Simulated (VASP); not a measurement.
# W in VASP: settings compared, part 2 of 2

VASP 6.6.1.

## Step 4: Single point, PBEsol

This run uses another cell than the first one, of 15.23 Å³/atom, 0.935 times its volume.

INCAR reads:

```
SYSTEM = W
PREC = Accurate
ENCUT = 500
EDIFF = 1E-6
ISMEAR = 1
SIGMA = 0.1
LREAL = .False.
LASPH = .True.
NELM = 120
ALGO = Normal
ISIF = 2
LWAVE = .False.
LCHARG = .True.
GGA = PS
LELF = .True.
LVHAR = .True.
NBANDS = 21
GGA_COMPAT = .False.
```

KPOINTS reads:

```
Automatic mesh
0
Gamma
  16 16 16
  0 0 0
```

POSCAR reads:

```
W
1.0
    3.1227846954      0.0000000000      0.0000000000
    0.0000000000      3.1227846954      0.0000000000
    0.0000000000      0.0000000000      3.1227846954
W
2
Direct
    0.0000000000      0.0000000000      0.0000000000
    0.5000000000      0.5000000000      0.5000000000
```

Potentials or basis: VASP PAW PBE potentials, release 64 (W_sv).

On the command line:

```
$ cat potpaw_PBE.64/W_sv/POTCAR > POTCAR
$ mpirun -np 1 vasp_std > vasp.out
```

OUTCAR:

```text
SYSTEM = W
   PREC = Accurate
   ENCUT = 500
   EDIFF = 1E-6
   ISMEAR = 1
   LREAL = .False.
   LASPH = .True.
   NELM = 120
   ISIF = 2
   GGA = PS

 ion  position               nearest neighbor table
   1  0.000  0.000  0.000-   2 2.70   2 2.70   2 2.70   2 2.70   2 2.70   2 2.70   2 2.70   2 2.70

   2  0.500  0.500  0.500-   1 2.70   1 2.70   1 2.70   1 2.70   1 2.70   1 2.70   1 2.70   1 2.70

  LATTYP: Found a simple cubic cell.
 ALAT       =     3.1227846954

  Lattice vectors:

 A1 = (   3.1227846954,   0.0000000000,   0.0000000000)
 A2 = (   0.0000000000,   3.1227846954,   0.0000000000)
 A3 = (   0.0000000000,   0.0000000000,   3.1227846954)

Analysis of symmetry for initial positions (statically):
=====================================================================
 Subroutine PRICEL returns following result:

  LATTYP: Found a body centered cubic cell.
 ALAT       =     3.1227846954

  Lattice vectors:

 A1 = (   1.5613923477,   1.5613923477,  -1.5613923477)
 A2 = (  -1.5613923477,   1.5613923477,   1.5613923477)
 A3 = (   1.5613923477,  -1.5613923477,   1.5613923477)

   2 primitive cells build up your supercell.

 Routine SETGRP: Setting up the symmetry group for a
 simple cubic supercell.

 Subroutine GETGRP returns: Found 48 space group operations
 (whereof 48 operations were pure point group operations)
 out of a pool of 48 trial point group operations.

The static configuration has the point symmetry O_h .

Analysis of symmetry for dynamics (positions and initial velocities):
=====================================================================
 Subroutine PRICEL returns following result:

  LATTYP: Found a body centered cubic cell.
 ALAT       =     3.1227846954

  Lattice vectors:

 A1 = (   1.5613923477,   1.5613923477,  -1.5613923477)
 A2 = (  -1.5613923477,   1.5613923477,   1.5613923477)
[... 117 lines left out ...]
   POTIM  = 0.5000    time-step for ionic-motion
   TEBEG  =    0.0;   TEEND  =   0.0 temperature during run
   PSTRESS=    0.0 pullay stress
   NELECT =      28.0000    total number of electrons
   NUPDOWN=      -1.0000    fix difference up-down
   EMIN   =  10.00;   EMAX   =-10.00  energy-range for DOS
   EFERMI =   0.00;   METHOD = LEGACY
   ISMEAR =     1;   SIGMA  =   0.10  broadening in eV -4-tet -1-fermi 0-gaus
   EFERMI_NEDOS =   21; number of points for ismear=-14 and -15
   IALGO  =     38    algorithm
   IMIX   =      4    mixing-type and parameters
     AMIX     =   0.40;   BMIX     =  1.00
     AMIX_MAG =   1.60;   BMIX_MAG =  1.00
  volume/ion in A,a.u.               =      15.23       102.75
  Fermi-wavevector in a.u.,A,eV,Ry     =   1.591911  3.008276 34.479623  2.534181
  Thomas-Fermi vector in A             =   2.690378
   LORBIT       =      0    0 simple, 1 ext, 2 COOP (PROOUT), +10 PAW based schemes
   GGA     = PS    functional components
   LHFCALC =     F    Hartree Fock is set to
   AEXX    =    0.0000 exact exchange contribution
   IVDW    =     0    specifies the selected vdW correction
   LEPSILON=     F    determine dielectric tensor
   LRPA    =     F    only Hartree local field effects (RPA)
 non-spin polarized calculation
 Methfessel and Paxton  Order N= 1 SIGMA  =   0.10
  energy-cutoff  :      500.00
  volume of cell :       30.45
 maximum number of plane-waves:       804
 NGX is ok and might be reduce to    24
   NGX = 11   NGY = 11   NGZ = 11

 number of electron      28.0000005 magnetization

 Free energy of the ion-electron system (eV)
  ---------------------------------------------------
  ext. energy  EPLUGINS =         0.00000000
  ---------------------------------------------------
  free energy    TOTEN  =       -27.57124083 eV

  energy without entropy =      -27.57008453  energy(sigma->0) =      -27.57085540

 E-fermi :  11.9044     XC(G=0): -13.9907

 val. band max:       11.8983636043   @ k =   0.2500   0.1875   0.0000
 cond. band min:      11.9274837266   @ k =   0.5000   0.1250   0.0625
 fundamental gap:      0.0291201223
 Fermi energy:        11.9043655368

 k-point     1 :       0.0000    0.0000    0.0000
  band No.  band energies     occupation
      1     -62.2313      2.00000
      2     -61.9513      2.00000
      3     -26.7517      2.00000
      4     -26.7517      2.00000
      5     -26.7517      2.00000
      6     -25.7246      2.00000
[... 565 lines left out ...]
     20      15.6726      0.00000
     21      26.0562      0.00000

 [... further k-points ...]
[... 5 lines left out ...]
  --------------------------------------------------------------------------------------
  -------------------------------------------------------------------------------------
  Total        2.1106485      2.1106485      2.1106485      0.0000000      0.0000000     -0.0000000
  in kB      111.0453464    111.0453464    111.0453464      0.0000000      0.0000000     -0.0000000
  external PRESSURE =     111.0453464 kB  Pullay stress =       0.0000000 kB

 VOLUME and BASIS-vectors are now :
 -----------------------------------------------------------------------------
  energy-cutoff  :      500.00
  volume of cell :       30.45
      direct lattice vectors                 reciprocal lattice vectors
     3.122784695  0.000000000  0.000000000     0.320227008  0.000000000  0.000000000
     0.000000000  3.122784695  0.000000000     0.000000000  0.320227008  0.000000000
     0.000000000  0.000000000  3.122784695     0.000000000  0.000000000  0.320227008

 POSITION                                       TOTAL-FORCE (eV/Angst)
 -----------------------------------------------------------------------------------
      0.00000      0.00000      0.00000        -0.000000      0.000000      0.000000
      1.56139      1.56139      1.56139         0.000000     -0.000000     -0.000000
 -----------------------------------------------------------------------------------
    total drift:                                0.000000      0.000000     -0.000000

  FREE ENERGIE OF THE ION-ELECTRON SYSTEM (eV)
  ---------------------------------------------------
  free  energy   TOTEN  =       -27.5712408274 eV

  energy  without entropy=      -27.5700845302  energy(sigma->0) =      -27.57085540
```

Wall time 58 s (1 thread of Intel Xeon 8259CL, shared host); peak memory 0.2 GiB.

What came out:

```
Free energy            : -27.5712 eV
Pressure               : 11.1 GPa
Band gap on the k mesh : zero (band 14 reaches 12.71 eV, above the bottom of band 15 at 11.30 eV)
```

Caveat: the PAW data sets were made with another functional, which shifts forces and pressure a little; spin-orbit coupling is left out, which moves the levels of the heavy elements.

## Step 5: Single point, PBEsol+U

This run uses another cell than the first one, of 16.17 Å³/atom, 0.993 times its volume.

INCAR reads:

```
SYSTEM = W
PREC = Accurate
ENCUT = 500
EDIFF = 1E-6
ISMEAR = 0
SIGMA = 0.1
LREAL = .FALSE.
LASPH = .TRUE.
NELM = 200
ALGO = Normal
ISIF = 2
LWAVE = .FALSE.
LCHARG = .TRUE.
LMAXMIX = 4
LDAU = .TRUE.
LDAUTYPE = 2
LDAUL = 2
LDAUU = 2
LDAUJ = 0
LDAUPRINT = 1
GGA = PS
LELF = .TRUE.
LVHAR = .TRUE.
NBANDS = 21
GGA_COMPAT = .FALSE.
```

KPOINTS reads:

```
regular mesh
0
G
  16 16 16
  0 0 0
```

POSCAR reads:

```
W
1.0
    3.1858712550      0.0000000000      0.0000000000
    0.0000000000      3.1858712550      0.0000000000
    0.0000000000      0.0000000000      3.1858712550
W
2
Direct
    0.0000000000      0.0000000000      0.0000000000
    0.5000000000      0.5000000000      0.5000000000
```

On the command line:

```
$ cat potpaw_PBE.64/W_sv/POTCAR > POTCAR
$ mpirun -np 1 vasp_std > vasp.out
```

Run time: 76 s. Hardware: 1 thread of Intel Xeon 8259CL, shared host; peak memory 0.2 GiB.

The run converged. Its results:

```
Free energy            : -23.2297 eV
Pressure               : -3.1 GPa
Band gap on the k mesh : zero (band 14 reaches 11.62 eV, above the bottom of band 15 at 10.60 eV)
```

Levels at points of the mesh, in eV from the Fermi level:
```tsv
k point	band 12	band 13	band 14	band 15	band 16	band 17
(0.00, 0.00, 0.00)	-1.23	-1.23	-1.23	2.42	2.42	5.00
(0.50, 0.00, 0.00)	-2.58	-0.58	-0.58	-0.58	-0.58	1.29
(0.50, 0.50, 0.00)	-3.52	0.44	0.44	2.23	2.23	3.28
(0.50, 0.50, 0.50)	-3.00	-3.00	-3.00	3.45	3.45	3.45
```

Eigenvalues of the final occupation matrices:
| site | spin | trace | eigenvalues |
| --- | --- | --- | --- |
| site 1 d | 1 | 1.67 | 0.24 0.24 0.40 0.40 0.40 |
| site 1 d | 2 | 1.67 | 0.24 0.24 0.40 0.40 0.40 |
| site 2 d | 1 | 1.67 | 0.24 0.24 0.40 0.40 0.40 |
| site 2 d | 2 | 1.67 | 0.24 0.24 0.40 0.40 0.40 |

Caveat: the PAW data sets were made with another functional, which shifts forces and pressure a little; spin-orbit coupling is left out, which moves the levels of the heavy elements; U without spin polarisation on a metal has little footing; the U is typed as a test and isn't derived for this compound.

## Step 6: Single point, PBEsol (equal strain along all axes, cell held: -3.0 %)

INCAR reads:

```
SYSTEM = W
ALGO = Normal
EDIFF = 1E-7
ENCUT = 520
GGA = PS
ISIF = 2
ISMEAR = 0
LASPH = .True.
LCHARG = .True.
LELF = .True.
LREAL = .False.
LVHAR = .True.
LWAVE = .False.
NBANDS = 21
NELM = 80
PREC = Accurate
SIGMA = 0.1
```

KPOINTS reads:

```
k-points
0
Gamma
  16 16 16
  0 0 0
```

POSCAR reads:

```
W
1.0
    3.0596981359      0.0000000000      0.0000000000
    0.0000000000      3.0596981359      0.0000000000
    0.0000000000      0.0000000000      3.0596981359
W
2
Direct
    0.0000000000      0.0000000000      0.0000000000
    0.5000000000      0.5000000000      0.5000000000
```

Potentials or basis: VASP PAW PBE potentials, release 64 (W_sv).

On the command line:

```
$ cat potpaw_PBE.64/W_sv/POTCAR > POTCAR
$ mpirun -np 1 vasp_std > vasp.out
```

Wall time 45 s (1 thread of AMD EPYC 9R45 (Zen 5), shared host); peak memory 0.16 GiB.

It converged, with:

```
Free energy            : -27.3106 eV
Pressure               : 36.8 GPa
Band gap on the k mesh : zero (band 14 reaches 13.92 eV, above the bottom of band 15 at 12.20 eV)
```

Levels at points of the mesh, in eV from the Fermi level:
```tsv
k point	band 12	band 13	band 14	band 15	band 16	band 17
(0.00, 0.00, 0.00)	-1.48	-1.48	-1.48	2.43	2.43	5.90
(0.50, 0.00, 0.00)	-3.43	-0.66	-0.66	-0.66	-0.66	1.45
(0.50, 0.50, 0.00)	-4.16	1.07	1.07	2.40	2.40	3.51
(0.50, 0.50, 0.50)	-3.24	-3.24	-3.24	3.71	3.71	3.71
```

Caveat: the cell differs from its parent crystal (equal strain along all axes, cell held: -3.0 %); the PAW data sets were made with another functional, which shifts forces and pressure a little; spin-orbit coupling is left out, which moves the levels of the heavy elements.

## Step 7: The runs side by side

| level | U | cell | cutoff (eV) | smearing | gap on the mesh (eV) | pressure (GPa) |
| --- | --- | --- | --- | --- | --- | --- |
| PBEsol | - | a = 3.249, b = 3.249, c = 3.085 Å, 2 atoms | 520 | gaussian 0.1 eV | none | -10.2 |
| PBEsol | - | a = 3.249, b = 3.249, c = 3.098 Å, 2 atoms | 520 | gaussian 0.1 eV | none | -11.4 |
| PBEsol | - | a = 3.123 Å, 2 atoms | 500 | methfessel-paxton 0.1 eV | none | 11.1 |
| PBEsol+U | W d U = 2.0 eV | a = 3.186 Å, 2 atoms | 500 | gaussian 0.1 eV | none | -3.1 |
| PBEsol | - | a = 3.060 Å, 2 atoms | 520 | gaussian 0.1 eV | none | 36.8 |

Alike in all rows: task single point; potentials or basis VASP PAW PBE potentials, release 64 (W_sv); no spin polarisation; k mesh 16 × 16 × 16.

Caveats: the PAW data sets were made with another functional, which shifts forces and pressure a little; spin-orbit coupling is left out, which moves the levels of the heavy elements; U without spin polarisation on a metal has little footing (some runs); the U is typed as a test and isn't derived for this compound (some runs).

Absolute energies hang on the potentials; compare differences alone.
